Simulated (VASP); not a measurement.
**C: single point with r2SCAN**

The system is C.

```
C
1.0
     2.44767    0.00000    0.00000
    -1.22384    2.11975    0.00000
     0.00000    0.00000    6.42785
C
4
Direct
  0.00000 0.00000 0.00250
  0.00000 0.00000 0.50250
  0.33333 0.66667 0.00250
  0.66667 0.33333 0.50250
```

```json
{
 "Program": "VASP 6.6.1",
 "Task": "single point",
 "Functional": "r2SCAN",
 "Potentials or basis": "VASP PAW PBE potentials, release 64 (C)",
 "Cutoff": "520 eV",
 "k mesh": "10 × 10 × 4",
 "Occupations": "gaussian, width 0.01 eV",
 "Spin": "no spin polarisation"
}
```

The pressure is 4.7 GPa. The band gap on the k mesh is 1.15 eV, direct.

Stress tensor (GPa, compression positive):
```
5.16 0.00 0.00
0.00 5.16 0.00
0.00 0.00 3.90
```

Levels at points of the mesh, in eV from the valence-band top:
```
           k point  band 5  band 6  band 7  band 8  band 9  band 10  band 11  band 12
(0.00, 0.00, 0.00)   -2.73   -2.73   -2.70   -2.70    5.32     9.25     9.25     9.32
(0.50, 0.00, 0.00)   -6.41   -6.32   -2.63   -1.75    2.11     2.94     8.08     8.63
(0.00, 0.00, 0.50)   -2.72   -2.72   -2.72   -2.72    8.48     8.48     9.28     9.28
(0.50, 0.00, 0.50)   -6.37   -6.37   -2.09   -2.09    2.23     2.23     8.35     8.35
```

Wall time 100 s on 1 thread of AMD EPYC 7R43 64-Core Processor (Zen 3), on a shared host, peak memory 0.11 GiB.

Caveat: the PAW data sets were made with another functional, which shifts forces and pressure a little. A k mesh can miss the band edges.
